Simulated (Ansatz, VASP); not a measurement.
Two plane-wave programs on Rb3Sc2N3

```
Rb Sc N
1.0
     5.52410    0.00000    0.00000
     0.00000    5.52410    0.00000
     0.00000    0.00000    7.32808
Rb Sc N
3 2 3
Direct
  0.00000 0.50000 0.32040
  0.50000 0.00000 0.32040
  0.50000 0.50000 0.44543
  0.00000 0.50000 0.95094
  0.50000 0.00000 0.95094
  0.00000 0.50000 0.56778
  0.50000 0.00000 0.56778
  0.50000 0.50000 0.73716
```

Alike in both runs: task relaxation of cell and atoms; functional PBE; k mesh 2 × 2 × 2; occupations gaussian, width 0.15 eV; no spin polarisation.

```csv
,VASP,Ansatz
version,VASP 6.6.1,Ansatz 0.2.0
potentials or method,"VASP PAW PBE potentials, release 64 (Rb_sv, Sc_sv, N), cutoff 600 eV","scalar-relativistic, plane waves, PAW"
valence electrons in the cell,64,64
```

```tsv
	VASP	Ansatz	Ansatz less VASP
gap on the k mesh at the Fermi level, each at its own relaxed structure (eV)	none	none	-
relaxed volume (Å³/atom)	25.47	25.61	+0.132
relaxed length of the cell vector where the two differ most in proportion (Å)	5.092	5.110	+0.0182
```

A gap of «none» marks a metal or a gap that the smearing closes.

The k mesh is coarse, so the values compare programs but aren't converged.
